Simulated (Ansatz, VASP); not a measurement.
## TaN: VASP beside Ansatz

File INCAR:

```
SYSTEM = TaN
  PREC = Accurate
  ENCUT = 520
  EDIFF = 1E-6
  ISMEAR = 0
  SIGMA = 0.15
  LREAL = .FALSE.
  LASPH = .TRUE.
  NELM = 80
  ALGO = Normal
  ISIF = 2
  LWAVE = .FALSE.
  LCHARG = .TRUE.
  GGA = PE
  LELF = .TRUE.
  LVHAR = .TRUE.
  NBANDS = 15
```

KPOINTS

```
Automatic mesh
0
G
  18 18 18
  0 0 0
```

Contents of POSCAR:

```
TaN
1.0
    0.0000000000      2.2661600000      2.1790000000
    2.2661600000      0.0000000000      2.1790000000
    2.2661600000      2.2661600000      0.0000000000
Ta N
1 1
Direct
    0.5000000000      0.5000000000      0.5000000000
    0.0000000000      0.0000000000      0.0000000000
```

Input for Ansatz:

```yaml
crystal:
  lattice:
    - [0.0, 2.26616, 2.179]
    - [2.26616, 0.0, 2.179]
    - [2.26616, 2.26616, 0.0]
  atoms:
    - { symbol: Ta, position: [0.5, 0.5, 0.5] }
    - { symbol: "N", position: [0.0, 0.0, 0.0] }
basis:
  ecutwfc: 420
kpoints:
  mp_grid: { grid: [18, 18, 18] }
hamiltonian:
  xc: pbe
scf:
  occupations: { method: gaussian, width: 0.15 }
output:
  forces: true
  stress: true
  eigenvalues: true
```

Change from the starting cell: strain +0.0400 x Voigt [1, 1, 0, 0, 0, 0], atoms carried along.

Alike in both runs: task single point; functional PBE; k mesh 18 × 18 × 18; occupations gaussian, width 0.15 eV; no spin polarisation.

|  | VASP | Ansatz |
| --- | --- | --- |
| version | VASP 6.6.1 | Ansatz 0.2.0 |
| potentials or method | VASP PAW PBE potentials, release 64 (Ta_pv, N), cutoff 520 eV | scalar-relativistic, plane waves, PAW |
| valence electrons in the cell | 16 | 18 |

|  | VASP | Ansatz | Ansatz less VASP |
| --- | --- | --- | --- |
| gap on the k mesh at the Fermi level (eV) | none | none | - |
| pressure (GPa) | -9.7 | -10.4 | -0.64 |
| traceless stress, the component that is largest in VASP (GPa) | 13.20 | 13.10 | -0.103 |

A gap of «none» marks a metal or a gap that the smearing closes. VASP's potentials hold 16 valence electrons a cell and Ansatz's 18, so a difference there can come from the potentials and not from the codes.

Neither program's run includes spin-orbit coupling.
